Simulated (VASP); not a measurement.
Be16Cl, 17 atoms in the cell. The cell holds a slab with vacuum, 17 atoms: a = 4.580 Å, b = 4.580 Å, c = 16.383 Å, α = 90.00°, β = 90.00°, γ = 60.00°. 

- Program: VASP 6.6.1
- Task: single point
- Functional: PBE
- Dispersion: D3(BJ)
- Potentials or basis: VASP PAW PBE potentials, release 64 (Be, Cl)
- Cutoff: 520 eV
- k mesh: 5 × 5 × 1
- Occupations: gaussian, width 0.05 eV
- Spin: no spin polarisation
- Dipole correction: no
- Further INCAR settings: LREAL = Auto; ALGO = Normal; EDIFF = 1e-07; NBANDS = 34

Potentials or basis: VASP PAW PBE potentials, release 64 (Be, Cl).

Command:

```sh
$ cat potpaw_PBE.64/Be/POTCAR potpaw_PBE.64/Cl/POTCAR > POTCAR
$ mpirun -np 1 vasp_std > vasp.out
```

Hardware: 1 thread of Intel(R) Xeon(R) 6975P-C (Granite Rapids), on a shared host.

Estimate the wall time of this run.

Wall time 3.6 min on 1 thread of Intel(R) Xeon(R) 6975P-C (Granite Rapids), with other jobs on the host, peak memory 0.41 GiB. Counts: scf iterations 23, k points 13.
